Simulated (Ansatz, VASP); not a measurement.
## Two plane-wave programs on TaN

```
Ta N
1.0
     3.04800    0.00000    0.00000
    -1.52400    2.63965    0.00000
     0.00000    0.00000    4.91800
Ta N
2 2
Direct
  0.00000 0.00000 0.00000
  0.00000 0.00000 0.50000
  0.33333 0.66667 0.25000
  0.66667 0.33333 0.75000
```

Alike in both runs: task electric field gradients; functional PBE; k mesh 9 × 9 × 5; occupations fermi-dirac, width 0.01 eV; no spin polarisation.

|  | VASP | Ansatz |
| --- | --- | --- |
| version | VASP 6.6.1 | Ansatz 0.2.0 |
| potentials or method | VASP PAW PBE potentials, release 64 (Ta_pv, N) | PAW with Ansatz's default frozen-core files, scalar-relativistic |
| plane-wave cutoff (eV) | 520 | 420 |
| valence electrons in the cell | 32 | 36 |

VASP gave:

```
size of Vzz on the site where it differs most (V/Å²) : 176.2
```

Q: What did Ansatz give for the same quantities?

A: Size of Vzz on the site where it differs most (V/Å²): 204.8.

With one functional, cell and mesh, what is left measures potentials, basis and numerics. VASP's potentials hold 32 valence electrons a cell and Ansatz's 36, so a difference there can come from the potentials and not from the codes.

Neither program's run includes spin-orbit coupling.
